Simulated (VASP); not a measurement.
A run of VASP 6.6.1:

INCAR

```
ALGO     = Normal         # electronic algorithm
EDIFF    = 1E-6           # SCF threshold, eV
ENCUT    = 520            # plane-wave cutoff, eV
GGA      = RP             # functional
ISIF     = 2              # what is computed and relaxed
ISMEAR   = -1             # smearing method
LASPH    = T              # aspherical terms in the spheres
LCHARG   = F              # write CHGCAR
LREAL    = F              # projectors in reciprocal space
LWAVE    = F              # write WAVECAR
NBANDS   = 18             # bands
NELM     = 60             # most SCF steps
PREC     = Accurate       # precision mode
SIGMA    = 0.05           # smearing width, eV
```

File KPOINTS:

```
k-points
0
Gamma
  12 12 7
```

POSCAR

```
Cu
1.0
    2.5340966698      0.0000000000      0.0000000000
   -1.2670483349      2.1945920917      0.0000000000
    0.0000000000      0.0000000000      4.1125710000
Cu
2
Direct
    0.6666666667      0.3333333333      0.7500000000
    0.3333333333      0.6666666667      0.2500000000
```

Potentials or basis: VASP PAW PBE potentials, release 64 (Cu).

The run is started by

```bash
$ cat potpaw_PBE.64/Cu/POTCAR > POTCAR
$ mpirun -np 1 vasp_std > vasp.out
```

Hardware: 1 thread of Intel Xeon 8259CL, on a shared host.

Estimate the wall time of this run.

Run time: 38 s on 1 thread of Intel Xeon 8259CL (shared host), peak memory 0.15 GiB. Counts: scf iterations 13, k points 76.
